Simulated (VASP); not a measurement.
# CuO (P1) in VASP: settings compared

CuO is run at these levels: PBE, LDA, BLYP; tasks: relaxation of cell and atoms, single point.

Program: VASP 6.6.1. These are calculated values, not measurements. Logs are shortened: lines on timing, memory, paths and dates and some standing lists are left out, and cuts for length are marked.

### 1 The cell of the first run

The typed cell holds 4 atoms: a = 2.993 Å, b = 2.993 Å, c = 5.184 Å, α = 73.22°, β = 73.22°, γ = 60.00°.

### 2 Relaxation of cell and atoms, PBE

INCAR reads:

```
PREC     = Accurate       # precision mode
ENCUT    = 600            # plane-wave cutoff, eV
EDIFF    = 1E-6           # SCF threshold, eV
ISMEAR   = -1             # smearing method
SIGMA    = 0.05           # smearing width, eV
LREAL    = False          # projectors in reciprocal space
LASPH    = True           # aspherical terms in the spheres
NELM     = 80             # most SCF steps
ALGO     = Normal         # electronic algorithm
ISIF     = 3              # what is computed and relaxed
LWAVE    = False          # write WAVECAR
LCHARG   = False          # write CHGCAR
GGA      = PE             # functional
IBRION   = 2              # ionic algorithm
NSW      = 80             # ionic steps
EDIFFG   = -0.01          # ionic threshold
```

KPOINTS reads:

```
regular mesh
0
Gamma
  8 8 5
```

POSCAR reads:

```
CuO
1.0
    0.0000000000     -2.1165600000     -2.1165600000
   -2.1165600000      0.0000000000     -2.1165600000
    2.1165600000      2.1165600000     -4.2331200000
Cu O
2 2
Direct
    0.5038875400      0.4769880100      0.4880064000
    0.0038875400      0.9769880100      0.9880064000
    0.7461124600      0.7730119900      0.7619936000
    0.2461124600      0.2730119900      0.2619936000
```

Potentials or basis: VASP PAW PBE potentials, release 64 (Cu, O).

On the command line:

```
$ cat potpaw_PBE.64/Cu/POTCAR potpaw_PBE.64/O/POTCAR > POTCAR
$ mpirun -np 1 vasp_std > vasp.out
```

OUTCAR:

```text
PREC = Accurate
   ENCUT = 600
   EDIFF = 1E-6
   ISMEAR = -1
   LREAL = False
   LASPH = True
   NELM = 80
   ISIF = 3
   GGA = PE
   IBRION = 2
   NSW = 80
   EDIFFG = -0.01

 ion  position               nearest neighbor table
   1  0.504  0.477  0.488-   4 1.94   4 2.06   3 2.08   4 2.17   3 2.19   3 2.30
   2  0.004  0.977  0.988-   3 1.94   3 2.06   4 2.08   3 2.17   4 2.19   4 2.30
   3  0.746  0.773  0.762-   2 1.94   2 2.06   1 2.08   2 2.17   1 2.19   1 2.30
   4  0.246  0.273  0.262-   1 1.94   1 2.06   2 2.08   1 2.17   2 2.19   2 2.30

  LATTYP: Found a trigonal (rhomboedric) cell.
 ALAT       =     5.1844920100
 COS(alpha) =     0.8333333333

  Lattice vectors:

 A1 = (   2.1165600000,   4.2331200000,  -2.1165600000)
 A2 = (   4.2331200000,   2.1165600000,  -2.1165600000)
 A3 = (   2.1165600000,   2.1165600000,  -4.2331200000)

Analysis of symmetry for initial positions (statically):
=====================================================================
 Subroutine PRICEL returns following result:

  LATTYP: Found a face centered cubic cell.
 ALAT       =     4.2331200000

  Lattice vectors:

 A1 = (   0.0000000000,  -2.1165600000,   2.1165600000)
 A2 = (   2.1165600000,  -2.1165600000,   0.0000000000)
 A3 = (   2.1165600000,   0.0000000000,   2.1165600000)

   2 primitive cells build up your supercell.

 Routine SETGRP: Setting up the symmetry group for a
 trigonal (rhombohedral) supercell.

 Subroutine GETGRP returns: Found  1 space group operations
 (whereof  1 operations were pure point group operations)
 out of a pool of 12 trial point group operations.

The static configuration has the point symmetry C_1 .

Analysis of symmetry for dynamics (positions and initial velocities):
=====================================================================
 Subroutine PRICEL returns following result:

  LATTYP: Found a face centered cubic cell.
 ALAT       =     4.2331200000

  Lattice vectors:

 A1 = (   0.0000000000,  -2.1165600000,   2.1165600000)
 A2 = (   2.1165600000,  -2.1165600000,   0.0000000000)
 A3 = (   2.1165600000,   0.0000000000,   2.1165600000)

   2 primitive cells build up your supercell.

 Routine SETGRP: Setting up the symmetry group for a
 trigonal (rhombohedral) supercell.

 Subroutine GETGRP returns: Found  1 space group operations
 (whereof  1 operations were pure point group operations)
 out of a pool of 12 trial point group operations.
[... 142 lines left out ...]
     AMIX     =   0.40;   BMIX     =  1.00
     AMIX_MAG =   1.60;   BMIX_MAG =  1.00
  volume/ion in A,a.u.               =       9.48        63.99
  Fermi-wavevector in a.u.,A,eV,Ry     =   1.578522  2.982973 33.902055  2.491731
  Thomas-Fermi vector in A             =   2.679040
   LORBIT       =      0    0 simple, 1 ext, 2 COOP (PROOUT), +10 PAW based schemes
   GGA     = PE    functional components
   LHFCALC =     F    Hartree Fock is set to
   AEXX    =    0.0000 exact exchange contribution
   IVDW    =     0    specifies the selected vdW correction
   LEPSILON=     F    determine dielectric tensor
   LRPA    =     F    only Hartree local field effects (RPA)
 conjugate gradient relaxation of ions
 non-spin polarized calculation
  energy-cutoff  :      600.00
  volume of cell :       37.93
 maximum number of plane-waves:      1284
   NGX = 11   NGY = 11   NGZ = 21

--------------------------------------- Ionic step        1  -------------------------------------------

 number of electron      34.0000005 magnetization

 Free energy of the ion-electron system (eV)
  ---------------------------------------------------
  ext. energy  EPLUGINS =         0.00000000
  ---------------------------------------------------
  free energy    TOTEN  =       -18.83892031 eV

  energy without entropy =      -18.81047834  energy(sigma->0) =      -18.82469933

------------------------ aborting loop because EDIFF is reached ----------------------------------------

  FORCE on cell =-STRESS in cart. coord.  units (eV):
  Direction    XX          YY          ZZ          XY          YZ          ZX
  --------------------------------------------------------------------------------------
  -------------------------------------------------------------------------------------
  Total        0.7340448      0.8383440      2.6262923      0.0228045      0.2970139     -0.1664074
  in kB       31.0085449     35.4144981    110.9435072      0.9633385     12.5468752     -7.0296136
  external PRESSURE =      59.1221834 kB  Pullay stress =       0.0000000 kB
[... 95 lines left out ...]
  FREE ENERGIE OF THE ION-ELECTRON SYSTEM (eV)
  ---------------------------------------------------
  free  energy   TOTEN  =       -19.0256374534 eV

  energy  without entropy=      -19.0003685306  energy(sigma->0) =      -19.01300299

[... ionic steps 4 to 17 ...]

--------------------------------------- Ionic step       18  -------------------------------------------

 number of electron      34.0000002 magnetization

------------------------ aborting loop because EDIFF is reached ----------------------------------------
[... 71 lines left out ...]
--------------------------------------- Ionic step       20  -------------------------------------------

 number of electron      34.0000002 magnetization

 Free energy of the ion-electron system (eV)
  ---------------------------------------------------
  ext. energy  EPLUGINS =         0.00000000
  ---------------------------------------------------
  free energy    TOTEN  =       -19.08947670 eV

  energy without entropy =      -19.06682384  energy(sigma->0) =      -19.07815027

 E-fermi :   6.1333     XC(G=0): -12.3748

 val. band max:        6.1280898635   @ k =  -0.3750  -0.3750   0.2000
 cond. band min:       6.1333140689   @ k =   0.1250  -0.3750   0.2000
 fundamental gap:      0.0052242054
 Fermi energy:         6.1333131891

 k-point     1 :       0.0000    0.0000    0.0000
  band No.  band energies     occupation
      1     -13.3828      2.00000
      2     -12.1088      2.00000
      3      -1.2909      2.00000
      4       1.1977      2.00000
      5       1.2128      2.00000
      6       3.6478      2.00000
[... 565 lines left out ...]
     20      13.2506      0.00000
     21      16.1996      0.00000

 [... further k-points ...]

------------------------ aborting loop because EDIFF is reached ----------------------------------------

  FORCE on cell =-STRESS in cart. coord.  units (eV):
  Direction    XX          YY          ZZ          XY          YZ          ZX
  --------------------------------------------------------------------------------------
  -------------------------------------------------------------------------------------
  Total        0.0058878      0.0071951     -0.0106513      0.0129657      0.0201418     -0.0221499
  in kB        0.2466548      0.3014239     -0.4462127      0.5431704      0.8437962     -0.9279190
  external PRESSURE =       0.0339553 kB  Pullay stress =       0.0000000 kB
[... 19 lines left out ...]
  FREE ENERGIE OF THE ION-ELECTRON SYSTEM (eV)
  ---------------------------------------------------
  free  energy   TOTEN  =       -19.0894766981 eV

  energy  without entropy=      -19.0668238432  energy(sigma->0) =      -19.07815027

 reached required accuracy - stopping structural energy minimisation
```

CONTCAR:

```text
CuO
   1.00000000000000
    -0.0001751901247749   -2.1224399287564499   -2.1239564346082873
    -2.1268375945691576    0.0037926109834962   -2.1275328213366018
     2.1087721353506570    2.1162464916912271   -4.2415045027712743
  Cu              O
     2     2
Direct
     0.5000735582078341    0.4998857470313972    0.4999284613643490
     0.0000735582078342    0.9998857470313972    0.9999284613643491
     0.7499264417921659    0.7501142529686028    0.7500715386356509
     0.2499264417921660    0.2501142529686028    0.2500715386356510

  0.00000000E+00  0.00000000E+00  0.00000000E+00
  0.00000000E+00  0.00000000E+00  0.00000000E+00
  0.00000000E+00  0.00000000E+00  0.00000000E+00
  0.00000000E+00  0.00000000E+00  0.00000000E+00
```

It took 12 min on 1 thread of Intel Xeon 6975P-C (Granite Rapids), shared host; peak memory 0.28 GiB.

What came out:

```yaml
Free_energy: -19.0895 eV
Relaxed_volume: 9.56 Å³/atom
Relaxed_cell: a = 3.003 Å, b = 3.008 Å, c = 5.188 Å, α = 73.06°, β = 73.15°, γ = 60.04°
Space_group_after_relaxing_to_0.05_Å: Fm-3m (No. 225)
Energy_gained_by_relaxing: 62.6 meV/atom
Ionic_steps: 20
Pressure_after_relaxing: 0.0 GPa
Largest_force_after_relaxing: 0.006 eV/Å
Band_gap_on_the_k_mesh: zero (band 17 reaches 6.82 eV, above the bottom of band 18 at 5.65 eV)
```

Forces in eV/Å, atoms in the order of the input:
```
Cu  -0.001  0.004 -0.005
Cu  -0.001  0.004 -0.005
O    0.001 -0.004  0.005
O    0.001 -0.004  0.005
```

Stress tensor (GPa, compression positive):
```
 0.02  0.05 -0.09
 0.05  0.03  0.08
-0.09  0.08 -0.04
```

The path:
```csv
step,energy change (eV),largest force (eV/Å),pressure (GPa),volume (Å³)
1,0.0000,1.2769,5.91,37.93
2,-0.1867,0.3434,-6.04,39.87
3,-0.1867,0.3345,-6.13,39.90
4,-0.2460,0.0921,0.21,38.23
5,-0.2461,0.0753,0.73,38.13
6,-0.2461,0.0812,0.47,38.17
7,-0.2480,0.0228,0.00,38.27
8,-0.2484,0.0123,-0.34,38.32
9,-0.2484,0.0174,-0.30,38.33
10,-0.2491,0.0222,0.16,38.24
11,-0.2493,0.0254,0.21,38.20
12,-0.2494,0.0327,0.78,38.10
13,-0.2494,0.0301,0.64,38.13
14,-0.2497,0.0282,0.51,38.15
15,-0.2502,0.0241,0.07,38.22
16,-0.2502,0.0234,0.08,38.24
17,-0.2502,0.0231,0.00,38.25
18,-0.2502,0.0233,-0.01,38.24
19,-0.2504,0.0159,0.01,38.24
20,-0.2506,0.0060,0.00,38.24
```

Final structure:
```yaml
crystal:
  lattice:
    - [-0.00018, -2.12244, -2.12396]
    - [-2.12684, 0.00379, -2.12753]
    - [2.10877, 2.11625, -4.24150]
  atoms:
    - { symbol: Cu, position: [0.50007, 0.49989, 0.49993] }
    - { symbol: Cu, position: [0.00007, 0.99989, 0.99993] }
    - { symbol: O, position: [0.74993, 0.75011, 0.75007] }
    - { symbol: O, position: [0.24993, 0.25011, 0.25007] }
```

Levels at points of the mesh, in eV from the Fermi level:
```tsv
k point	band 14	band 15	band 16	band 17	band 18	band 19	band 20	band 21
(0.00, 0.00, 0.00)	-1.87	-1.86	-1.43	0.69	0.69	1.36	5.67	9.56
(0.50, 0.00, 0.00)	-1.55	-0.63	-0.63	-0.48	-0.48	7.13	7.13	9.54
(0.00, 0.50, 0.00)	-1.55	-0.63	-0.63	-0.48	-0.48	7.14	7.14	9.53
(0.50, 0.50, 0.00)	-1.68	-1.51	-1.44	0.68	0.69	5.57	5.70	9.51
```

Caveat: semilocal functionals often make such compounds metallic where correlation or magnetic order opens a gap, which also shifts bond lengths.

### 3 Single point, PBE

INCAR reads:

```
PREC = Accurate
ENCUT = 520
EDIFF = 1E-7
ISMEAR = -1
SIGMA = 0.05
LREAL = F
LASPH = T
NELM = 80
ALGO = Normal
ISIF = 2
LWAVE = F
LCHARG = F
GGA = PE
NBANDS = 25
```

KPOINTS reads:

```
regular mesh
0
Gamma
  5 5 3
```

POSCAR is that of step 2.

Potentials or basis: VASP PAW PBE potentials, release 64 (Cu, O).

On the command line:

```
$ cat potpaw_PBE.64/Cu/POTCAR potpaw_PBE.64/O/POTCAR > POTCAR
$ mpirun -np 1 vasp_std > vasp.out
```

Run time: 43 s. Hardware: 1 thread of Intel Xeon Platinum 8375C at 2.90GHz (Ice Lake), shared host; peak memory 0.17 GiB.

It converged, with:

* Free energy: -18.8678 eV
* Pressure: 6.0 GPa
* Largest force: 1.226 eV/Å
* Band gap on the k mesh: zero (band 17 reaches 6.77 eV, above the bottom of band 18 at 6.00 eV)

Forces on the atoms (eV/Å):
```
Cu  -0.172  0.352 -1.161
Cu  -0.172  0.352 -1.161
O    0.172 -0.352  1.161
O    0.172 -0.352  1.161
```

Stress tensor (GPa, compression positive):
```
 2.76  0.50 -0.99
 0.50  3.74  0.70
-0.99  0.70 11.37
```

Levels at points of the mesh, in eV from the Fermi level:
```csv
k point,band 15,band 16,band 17,band 18,band 19,band 20
"(0.00, 0.00, 0.00)",-1.36,-1.07,0.62,0.78,1.48,5.97
```

Caveat: the k points lie up to 0.49 Å⁻¹ apart; semilocal functionals often make such compounds metallic where correlation or magnetic order opens a gap, which also shifts bond lengths; forces of over 1 eV/Å act on the atoms, so gaps and moduli don't describe the material at rest. With open d or f shells a metallic result of PBE can be an artefact of self-interaction; +U or a hybrid may open a gap.

### 4 Single point, LDA

This run uses another cell than the first one, of 8.91 Å³/atom, 0.940 times its volume.

INCAR reads:

```
SYSTEM = CuO
  ALGO = Normal
  EDIFF = 1E-6
  ENCUT = 520
  ISIF = 2
  ISMEAR = -1
  LASPH = .True.
  LCHARG = .False.
  LREAL = .False.
  LWAVE = .False.
  NBANDS = 25
  NELM = 100
  PREC = Accurate
  SIGMA = 0.05
```

KPOINTS reads:

```
k-points
0
Gamma
  10 10 6
  0 0 0
```

POSCAR reads:

```
CuO
1.0
    0.0000000000     -2.0733527743     -2.0733527743
   -2.0733527743      0.0000000000     -2.0733527743
    2.0733527743      2.0733527743     -4.1467055485
Cu O
2 2
Direct
    0.5038875400      0.4769880100      0.4880064000
    0.0038875400      0.9769880100      0.9880064000
    0.7461124600      0.7730119900      0.7619936000
    0.2461124600      0.2730119900      0.2619936000
```

Potentials or basis: VASP PAW LDA potentials, release 64 (Cu, O).

On the command line:

```
$ cat potpaw_LDA.64/Cu/POTCAR potpaw_LDA.64/O/POTCAR > POTCAR
$ mpirun -np 1 vasp_std > vasp.out
```

Run time: 4.4 min. Hardware: 1 thread of Intel Xeon Platinum 8375C at 2.90GHz (Ice Lake), shared host; peak memory 0.32 GiB.

It converged, with:

```
Free energy            : -22.5564 eV
Pressure               : 2.0 GPa
Largest force          : 1.418 eV/Å
Band gap on the k mesh : zero (band 17 reaches 7.58 eV, above the bottom of band 18 at 6.34 eV)
```

Forces on the atoms (eV/Å):
```
Cu  -0.258  0.370 -1.344
Cu  -0.258  0.370 -1.344
O    0.258 -0.370  1.344
O    0.258 -0.370  1.344
```

Stress tensor (GPa, compression positive):
```
-1.61  0.28 -0.86
 0.28 -0.66  1.28
-0.86  1.28  8.33
```

Levels at points of the mesh, in eV from the Fermi level:
```tsv
k point	band 14	band 15	band 16	band 17	band 18	band 19	band 20	band 21
(0.00, 0.00, 0.00)	-1.70	-1.54	-1.30	0.58	0.76	1.72	5.92	9.87
(0.50, 0.00, 0.00)	-1.68	-0.79	-0.79	-0.31	-0.31	7.38	7.38	9.74
(0.00, 0.50, 0.00)	-1.61	-0.64	-0.64	-0.33	-0.33	7.40	7.40	9.68
(0.50, 0.50, 0.00)	-1.82	-1.64	-1.55	0.54	0.72	5.63	5.94	9.87
(0.00, 0.00, 0.50)	-2.03	-0.19	-0.19	-0.06	-0.06	4.46	4.46	12.18
(0.50, 0.00, 0.50)	-1.78	-1.57	-1.55	0.49	0.66	5.68	5.96	9.87
(0.00, 0.50, 0.50)	-1.78	-1.55	-1.50	0.76	0.81	5.69	5.86	9.86
(0.50, 0.50, 0.50)	-1.70	-0.77	-0.77	-0.48	-0.48	7.35	7.35	9.86
```

Caveat: semilocal functionals often make such compounds metallic where correlation or magnetic order opens a gap, which also shifts bond lengths; forces of over 1 eV/Å act on the atoms, so gaps and moduli don't describe the material at rest. With open d or f shells a metallic result of LDA can be an artefact of self-interaction; +U or a hybrid may open a gap.

(Continued in part 2 of 2.)
